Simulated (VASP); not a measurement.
## C: single point with PBE

C:

```
C
1.0
     0.00000    1.85909    1.64790
     1.85909    0.00000    1.64790
     1.85909    1.85909    0.00000
C
2
Direct
  0.50000 0.50000 0.50000
  0.75000 0.75000 0.75000
```

This cell differs from its parent crystal: volume 5.695 Å^3 an atom, c/a of the conventional cell 0.8864.

```yaml
Program: VASP 6.6.1
Task: single point
Functional: PBE
Potentials_or_basis: VASP PAW PBE potentials, release 64 (C)
Cutoff: 520 eV
k_mesh: 12 × 12 × 12
Occupations: gaussian, width 0.05 eV
Spin: no spin polarisation
```

* Pressure: 0.8 GPa
* Band gap on the k mesh: 1.25 eV, indirect (least direct gap 3.67 eV)

Stress tensor (GPa, compression positive):
```
-31.65   0.00   0.00
  0.00 -31.65   0.00
  0.00   0.00  65.84
```

Levels at points of the mesh, in eV from the valence-band top:
```tsv
k point	band 2	band 3	band 4	band 5	band 6	band 7
(0.00, 0.00, 0.00)	-1.59	-1.59	0.00	3.67	5.16	5.16
(0.50, 0.00, 0.00)	-14.34	-4.80	-2.89	5.66	6.85	9.77
(0.50, 0.50, 0.00)	-12.49	-8.42	-8.42	1.89	1.89	15.97
(0.50, 0.00, 0.50)	-14.37	-6.62	-6.62	4.74	4.74	14.81
```

Wall time 23 s on 1 thread of Intel Xeon 8259CL, on a shared host, peak memory 0.12 GiB.

 A k mesh can miss the band edges.
